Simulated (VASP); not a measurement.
# CsBr (Pm-3m) in VASP: notebook

The runs below take CsBr through vibrations by perturbation theory, with PBEsol.

Everything below comes from runs of VASP 6.6.1. Logs are shortened: lines on timing, memory, paths and dates and some standing lists are left out, and cuts for length are marked.

## 1. The cell of the first run

It takes space group Pm-3m (No. 221, cubic). The conventional cell has a = 4.219 Å, b = 4.219 Å, c = 4.219 Å, α = 90.00°, β = 90.00°, γ = 90.00°. Cs (site symmetry m-3m) has 8 Br at 3.65 Å and 6 Cs at 4.22 Å within 4.8 Å. Br (site symmetry m-3m) has 8 Cs at 3.65 Å and 6 Br at 4.22 Å within 4.8 Å.

## 2. Vibrations by perturbation theory, PBEsol (37.55 Å³/atom)

The input, INCAR:

```
PREC = Accurate
ENCUT = 500
EDIFF = 1E-8
ISMEAR = 0
SIGMA = 0.01
LREAL = False
LASPH = True
NELM = 120
ALGO = Normal
ISIF = 2
LWAVE = False
LCHARG = False
GGA = PS
IBRION = 8
NSW = 1
GGA_COMPAT = False
```

The input, KPOINTS:

```
Automatic mesh
0
Gamma
  6 6 6
```

The input, POSCAR:

```
CsBr
1.0
    4.2188645322      0.0000000000      0.0000000000
    0.0000000000      4.2188645322      0.0000000000
    0.0000000000      0.0000000000      4.2188645322
Cs Br
1 1
Direct
    0.0000000000      0.0000000000      0.0000000000
    0.5000000000      0.5000000000      0.5000000000
```

Potentials or basis: VASP PAW PBE potentials, release 64 (Cs_sv, Br).

On the command line:

```bash
> cat potpaw_PBE.64/Cs_sv/POTCAR potpaw_PBE.64/Br/POTCAR > POTCAR
> mpirun -np 1 vasp_std > vasp.out
```

OUTCAR:

```text
PREC = Accurate
   ENCUT = 500
   EDIFF = 1E-8
   ISMEAR = 0
   LREAL = False
   LASPH = True
   NELM = 120
   ISIF = 2
   GGA = PS
   IBRION = 8
   NSW = 1

 ion  position               nearest neighbor table
   1  0.000  0.000  0.000-
   2  0.500  0.500  0.500-

  LATTYP: Found a simple cubic cell.
 ALAT       =     4.2188645322

  Lattice vectors:

 A1 = (   4.2188645322,   0.0000000000,   0.0000000000)
 A2 = (   0.0000000000,   4.2188645322,   0.0000000000)
 A3 = (   0.0000000000,   0.0000000000,   4.2188645322)

Analysis of symmetry for initial positions (statically):
=====================================================================
 Subroutine PRICEL returns:
 Original cell was already a primitive cell.

 Routine SETGRP: Setting up the symmetry group for a
 simple cubic supercell.

 Subroutine GETGRP returns: Found 48 space group operations
 (whereof 48 operations were pure point group operations)
 out of a pool of 48 trial point group operations.

The static configuration has the point symmetry O_h .

Analysis of symmetry for dynamics (positions and initial velocities):
=====================================================================
 Subroutine PRICEL returns:
 Original cell was already a primitive cell.

 Routine SETGRP: Setting up the symmetry group for a
 simple cubic supercell.

 Subroutine GETGRP returns: Found 48 space group operations
 (whereof 48 operations were pure point group operations)
 out of a pool of 48 trial point group operations.

The dynamic configuration has the point symmetry O_h .

 Subroutine INISYM returns: Found 48 space group operations
 (whereof 48 operations are pure point group operations),
 and found     1 'primitive' translations

----------------------------------------------------------------------------------------

                                     Primitive cell

  volume of cell :      75.0908

  direct lattice vectors                    reciprocal lattice vectors
     4.218864532  0.000000000  0.000000000     0.237030602  0.000000000  0.000000000
     0.000000000  4.218864532  0.000000000     0.000000000  0.237030602  0.000000000
     0.000000000  0.000000000  4.218864532     0.000000000  0.000000000  0.237030602

  length of vectors
     4.218864532  4.218864532  4.218864532     0.237030602  0.237030602  0.237030602

  position of ions in fractional coordinates (direct lattice)
     0.000000000  0.000000000  0.000000000
     0.500000000  0.500000000  0.500000000

  ion indices of the primitive-cell ions
   primitive index   ion index
                 1           1
                 2           2

----------------------------------------------------------------------------------------

 KPOINTS: Automatic mesh

Automatic generation of k-mesh.
 Grid dimensions read from file:
 generate k-points for:    6    6    6

 Generating k-lattice:

  Cartesian coordinates                     Fractional coordinates (reciprocal lattice)
     0.039505100  0.000000000  0.000000000     0.166666667  0.000000000  0.000000000
     0.000000000  0.039505100  0.000000000     0.000000000  0.166666667  0.000000000
     0.000000000  0.000000000  0.039505100     0.000000000  0.000000000  0.166666667

  Length of vectors
     0.039505100  0.039505100  0.039505100

  Shift w.r.t. Gamma in fractional coordinates (k-lattice)
     0.000000000  0.000000000  0.000000000

 Subroutine IBZKPT returns following result:
 ===========================================

 Found     20 irreducible k-points:

 Following reciprocal coordinates:
            Coordinates               Weight
  0.000000  0.000000  0.000000      1.000000
  0.166667  0.000000  0.000000      6.000000
  0.333333  0.000000  0.000000      6.000000
  0.500000  0.000000  0.000000      3.000000
  0.166667  0.166667  0.000000     12.000000
  0.333333  0.166667  0.000000     24.000000
[... 12 lines left out ...]
  0.500000  0.500000  0.333333      6.000000
  0.500000  0.500000  0.500000      1.000000
   k-points           NKPTS =     20   k-points in BZ     NKDIM =     20   number of bands    NBANDS=     12
   number of dos      NEDOS =    301   number of ions     NIONS =      2
   total plane-waves  NPLWV =  32768
   dimension x,y,z NGX =    32 NGY =   32 NGZ =   32
   dimension x,y,z NGXF=    64 NGYF=   64 NGZF=   64
   ions per type =               1   1
   NGX,Y,Z   is equivalent  to a cutoff of  12.61, 12.61, 12.61 a.u.
   NGXF,Y,Z  is equivalent  to a cutoff of  25.22, 25.22, 25.22 a.u.
 SYSTEM =  unknown system
   PREC   = accura    normal or accurate (medium, high low for compatibility)
   ISTART =      0    job   : 0-new  1-cont  2-samecut
   ICHARG =      2    charge: 1-file 2-atom 10-const
   ISPIN  =      1    spin polarized calculation?
   LNONCOLLINEAR =      F non collinear calculations
   LSORBIT =      F    spin-orbit coupling
   LASPH  =      T    aspherical Exc in radial PAW
   ENCUT  =  500.0 eV  36.75 Ry    6.06 a.u.   7.69  7.69  7.69*2*pi/ulx,y,z
   NELM   =    120;   NELMIN=  2; NELMDL= -5     # of ELM steps
   EDIFF  = 0.1E-07   stopping-criterion for ELM
   LREAL  =      F    real-space projection
   EDIFFG = 0.1E-06   stopping-criterion for IOM
   NSW    =      1    number of steps for IOM
   IBRION =      8    ionic relax: 0-MD 1-quasi-New 2-CG
   NFREE  =      0    steps in history (QN), initial steepest desc. (CG)
   ISIF   =      2    stress and relaxation
   ISYM   =      2    0-nonsym 1-usesym 2-fastsym
   POTIM  = 0.5000    time-step for ionic-motion
   TEBEG  =    0.0;   TEEND  =   0.0 temperature during run
   PSTRESS=    0.0 pullay stress
   NELECT =      16.0000    total number of electrons
   NUPDOWN=      -1.0000    fix difference up-down
   EMIN   =  10.00;   EMAX   =-10.00  energy-range for DOS
   EFERMI =   0.00;   METHOD = LEGACY
   ISMEAR =     0;   SIGMA  =   0.01  broadening in eV -4-tet -1-fermi 0-gaus
   EFERMI_NEDOS =   21; number of points for ismear=-14 and -15
   IALGO  =     38    algorithm
   IMIX   =      4    mixing-type and parameters
     AMIX     =   0.40;   BMIX     =  1.00
     AMIX_MAG =   1.60;   BMIX_MAG =  1.00
  volume/ion in A,a.u.               =      37.55       253.37
  Fermi-wavevector in a.u.,A,eV,Ry     =   0.977806  1.847785 13.008585  0.956104
  Thomas-Fermi vector in A             =   2.108532
   LORBIT       =      0    0 simple, 1 ext, 2 COOP (PROOUT), +10 PAW based schemes
   GGA     = PS    functional components
   LHFCALC =     F    Hartree Fock is set to
   AEXX    =    0.0000 exact exchange contribution
   IVDW    =     0    specifies the selected vdW correction
   LEPSILON=     F    determine dielectric tensor
   LRPA    =     F    only Hartree local field effects (RPA)
 non-spin polarized calculation
 Gauss-broadening in eV      SIGMA  =   0.01
  energy-cutoff  :      500.00
  volume of cell :       75.09
 maximum number of plane-waves:      1935
 NGX is ok and might be reduce to    32
   NGX = 15   NGY = 15   NGZ = 15

--------------------------------------- Ionic step        1  -------------------------------------------

 number of electron      15.9999996 magnetization

 Free energy of the ion-electron system (eV)
  ---------------------------------------------------
  ext. energy  EPLUGINS =         0.00000000
  ---------------------------------------------------
  free energy    TOTEN  =        -6.34549855 eV

  energy without entropy =       -6.34549855  energy(sigma->0) =       -6.34549855

 E-fermi :  -0.0380     XC(G=0):  -8.4951

 val. band max:       -0.1558402183   @ k =   0.0000   0.0000   0.0000
 cond. band min:       4.3431588050   @ k =   0.0000   0.0000   0.0000
 fundamental gap:      4.4989990234
 Fermi energy:        -0.0379570609

 k-point     1 :       0.0000    0.0000    0.0000
  band No.  band energies     occupation
      1     -19.8609      2.00000
      2     -12.6142      2.00000
      3      -6.4152      2.00000
      4      -6.4152      2.00000
      5      -6.4152      2.00000
      6      -0.1558      2.00000
      7      -0.1558      2.00000
      8      -0.1558      2.00000
      9       4.3432      0.00000
     10       4.5695      0.00000
     11       4.5695      0.00000
     12       9.0832      0.00000
[... 273 lines left out ...]
      1     -19.6832      2.00000
      2     -12.4094      2.00000
      3      -6.8795      2.00000
      4      -6.8795      2.00000
      5      -6.8795      2.00000
      6      -1.5032      2.00000
      7      -1.5032      2.00000
      8      -1.5032      2.00000
      9       8.3256      0.00000
     10       8.3256      0.00000
     11       8.3256      0.00000
     12       9.1094      0.00000

------------------------ aborting loop because EDIFF is reached ----------------------------------------

  FORCE on cell =-STRESS in cart. coord.  units (eV):
  Direction    XX          YY          ZZ          XY          YZ          ZX
  --------------------------------------------------------------------------------------
  -------------------------------------------------------------------------------------
  Total        0.1588788      0.1588788      0.1588788      0.0000000      0.0000000     -0.0000000
  in kB        3.3899232      3.3899232      3.3899232      0.0000000      0.0000000     -0.0000000
  external PRESSURE =       3.3899232 kB  Pullay stress =       0.0000000 kB

 VOLUME and BASIS-vectors are now :
 -----------------------------------------------------------------------------
  energy-cutoff  :      500.00
  volume of cell :       75.09
      direct lattice vectors                 reciprocal lattice vectors
     4.218864532  0.000000000  0.000000000     0.237030602  0.000000000  0.000000000
     0.000000000  4.218864532  0.000000000     0.000000000  0.237030602  0.000000000
     0.000000000  0.000000000  4.218864532     0.000000000  0.000000000  0.237030602

 POSITION                                       TOTAL-FORCE (eV/Angst)
 -----------------------------------------------------------------------------------
      0.00000      0.00000      0.00000         0.000000      0.000000      0.000000
      2.10943      2.10943      2.10943         0.000000      0.000000      0.000000
 -----------------------------------------------------------------------------------
    total drift:                                0.000000      0.000000     -0.000000

  FREE ENERGIE OF THE ION-ELECTRON SYSTEM (eV)
  ---------------------------------------------------
  free  energy   TOTEN  =        -6.3454985508 eV

  energy  without entropy=       -6.3454985508  energy(sigma->0) =       -6.34549855

[... ionic steps 2 to 3 ...]

--------------------------------------- Ionic step        4  -------------------------------------------

------------------------ aborting loop because EDIFF is reached ----------------------------------------

[... ionic steps 5 to 6 ...]

--------------------------------------- Ionic step        7  -------------------------------------------

 Free energy of the ion-electron system (eV)
  ---------------------------------------------------
  ---------------------------------------------------
  free energy    TOTEN  =        -0.14528436 eV

  energy without entropy =       -0.14528436

------------------------ aborting loop because EDIFF is reached ----------------------------------------

 INTERNAL STRAIN TENSOR  FOR ION    2  DIRECTION 1   (eV/Angst):
 -----------------------------------------------------------------------------
     0.01474  0.00000 -0.00000
    -0.00000  0.00168 -0.00000
     0.00000 -0.00000  0.00168

 INTERNAL STRAIN TENSOR FOR ION    2 for displacements in x,y,z  (eV/Angst):
          X           Y           Z          XY          YZ          ZX
  --------------------------------------------------------------------------------
  x     0.00000     0.00000     0.00000     0.00000     0.00000     0.00000
  y     0.00000     0.00000     0.00000     0.00000     0.00000     0.00000
  z     0.00000     0.00000     0.00000     0.00000     0.00000     0.00000

 SECOND DERIVATIVES (NOT SYMMETRIZED)
 ------------------------------------
               1X          1Y          1Z          2X          2Y          2Z
  1X    -0.970489   -0.000000    0.000000    0.970489    0.000000   -0.000000
  1Y    -0.000000   -0.970489    0.000000    0.000000    0.970489    0.000000
  1Z     0.000000    0.000000   -0.970489   -0.000000   -0.000000    0.970489
  2X     0.993455    0.000000   -0.000000   -0.993455    0.000000    0.000000
  2Y    -0.000000    0.993455   -0.000000    0.000000   -0.993455    0.000000
  2Z     0.000000    0.000000    0.993455    0.000000   -0.000000   -0.993455

 Eigenvectors and eigenvalues of the dynamical matrix
 ----------------------------------------------------

   1 f  =    2.196250 THz    13.799446 2PiTHz   73.259014 cm-1     9.082956 meV
             X         Y         Z           dx          dy          dz
      0.000000  0.000000  0.000000     0.000000    0.608294   -0.000000
      2.109432  2.109432  2.109432     0.000000   -0.793712    0.000000
[... 21 lines left out ...]
   6 f/i=    0.012400 THz     0.077911 2PiTHz    0.413616 cm-1     0.051282 meV
             X         Y         Z           dx          dy          dz
      0.000000  0.000000  0.000000     0.793712   -0.000000   -0.000000
      2.109432  2.109432  2.109432     0.608294   -0.000000    0.000000

--------------------------------------------------------------------------------------------------------

 ELASTIC MODULI CONTR FROM IONIC RELAXATION (kBar)
 Direction    XX          YY          ZZ          XY          YZ          ZX
 --------------------------------------------------------------------------------
 XX           0.0000      0.0000      0.0000      0.0000      0.0000      0.0000
 YY           0.0000      0.0000      0.0000      0.0000      0.0000      0.0000
 ZZ           0.0000      0.0000      0.0000      0.0000      0.0000      0.0000
 XY           0.0000      0.0000      0.0000      0.0000      0.0000      0.0000
 YZ           0.0000      0.0000      0.0000      0.0000      0.0000      0.0000
 ZX           0.0000      0.0000      0.0000      0.0000      0.0000      0.0000
 --------------------------------------------------------------------------------
```

Wall time 1.9 min (1 thread of Intel Xeon 8259CL, shared host); peak memory 0.27 GiB.

What came out:

| Item | Value |
| --- | --- |
| Highest phonon frequency at Γ, LO-TO splitting left out | 73 cm⁻¹ |

Phonon frequencies in cm⁻¹ (negative: imaginary):
```
              q point     frequencies
(0.000, 0.000, 0.000)  0 0 0 73 73 73
```

Caveat: the PAW data sets were made with another functional, which shifts forces and pressure a little; spin-orbit coupling is left out, which moves the levels of the heavy elements.

(Part 1 of 2 ends here.)
